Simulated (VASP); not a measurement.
A run of VASP 6.6.1 is set up as follows.

The input INCAR:

```
PREC     = Accurate       # precision mode
ENCUT    = 520            # plane-wave cutoff, eV
EDIFF    = 1E-6           # SCF threshold, eV
ISMEAR   = 0              # smearing method
SIGMA    = 0.1            # smearing width, eV
LREAL    = False          # projectors in reciprocal space
LASPH    = True           # aspherical terms in the spheres
NELM     = 100            # most SCF steps
ALGO     = Normal         # electronic algorithm
ISIF     = 2              # what is computed and relaxed
LWAVE    = False          # write WAVECAR
LCHARG   = True           # write CHGCAR
GGA      = PS             # functional
LELF     = True           # ELF
LVHAR    = True         
NBANDS   = 12             # bands
```

Contents of KPOINTS:

```
regular mesh
0
Gamma
  21 21 18
```

File POSCAR:

```
Sc
1.0
    3.0930778274      0.0000000000      0.0000000000
   -1.5465389137      2.6786839744      0.0000000000
    0.0000000000      0.0000000000      2.8965959767
Sc
1
Direct
    0.0000000000      0.0000000000      0.0000000000
```

Potentials or basis: VASP PAW PBE potentials, release 64 (Sc_sv).

Launch:

```bash
$ cat potpaw_PBE.64/Sc_sv/POTCAR > POTCAR
$ mpirun -np 1 vasp_std > vasp.out
```

**Question.** Estimate the band gap on the k mesh.

**Answer.** Zero (an odd number of electrons rules out a gap without spin polarisation).

**Question.** Estimate the pressure.

**Answer.** 0.0 GPa.

Caveat: the PAW data sets were made with another functional, which shifts forces and pressure a little.
